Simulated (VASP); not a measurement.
Crystal: Sb.

```
CELL_PARAMETERS angstrom
-1.87134 1.87134 1.87134
1.87134 -1.87134 1.87134
1.87134 1.87134 -1.87134
ATOMIC_POSITIONS crystal
Sb 0.00000 0.00000 0.00000
```

* Program: VASP 6.6.1
* Task: relaxation of cell and atoms
* Functional: HSE06
* Potentials or basis: VASP PAW PBE potentials, release 64 (Sb)
* Cutoff: 600 eV
* k mesh: 5 × 5 × 5
* Occupations: fermi-dirac, width 0.05 eV
* Spin: no spin polarisation

At the start: pressure -2.0 GPa; volume 26.21 Å³/atom.

How do energy, volume and symmetry change on relaxing?

Over 3 steps the energy falls by 4.7 meV/atom and the volume is 25.47 Å³/atom (-2.9 %); space group Im-3m (No. 229, to 0.05 Å).

Step by step:
```
step  energy change (eV)  largest force (eV/Å)  pressure (GPa)  volume (Å³)
   1              0.0000                0.0000           -2.01        26.21
   2             -0.0027                0.0000            1.35        24.98
   3             -0.0047                0.0000            0.00        25.47
```

Final structure:
```
Sb
1.0
    -1.85338    1.85338    1.85338
     1.85338   -1.85338    1.85338
     1.85338    1.85338   -1.85338
Sb
1
Direct
  0.00000 0.00000 0.00000
```

Caveat: the k points lie up to 0.48 Å⁻¹ apart in the final cell; the PAW data sets were made with another functional, which shifts forces and pressure a little.
